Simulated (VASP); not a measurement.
NiGe:

```
Ni Ge
1.0
     0.00000    2.53778    2.53778
     2.53778    0.00000    2.53778
     2.53778    2.53778    0.00000
Ni Ge
1 1
Direct
  0.00000 0.00000 0.00000
  0.25000 0.25000 0.25000
```

```yaml
Program: VASP 6.6.1
Task: relaxation of cell and atoms
Functional: r2SCAN
Potentials_or_basis: VASP PAW PBE potentials, release 64 (Ni, Ge_d)
Cutoff: 600 eV
k_mesh: 6 × 6 × 6
Occupations: gaussian, width 0.1 eV
Spin: no spin polarisation
```

At the start: pressure 13.7 GPa; volume 16.34 Å³/atom.

Q: How do energy, volume and symmetry change on relaxing?

A: Over 3 steps the energy falls by 74.3 meV/atom and the volume is 18.28 Å³/atom (+11.9 %); space group F-43m (No. 216, to 0.1 Å) before and after.

Step by step:
| step | energy change (eV) | largest force (eV/Å) | pressure (GPa) | volume (Å³) |
| --- | --- | --- | --- | --- |
| 1 | 0.0000 | 0.0000 | 13.69 | 32.69 |
| 2 | -0.0777 | 0.0000 | -6.52 | 39.75 |
| 3 | -0.1486 | 0.0000 | -0.04 | 36.57 |

Final structure:
```xyz
2
Lattice="0.0000 2.6344 2.6344 2.6344 0.0000 2.6344 2.6344 2.6344 0.0000" Properties=species:S:1:pos:R:3 pbc="T T T"
Ni    0.0000    0.0000    0.0000
Ge    1.3172    1.3172    1.3172
```

Caveat: the PAW data sets were made with another functional, which shifts forces and pressure a little.
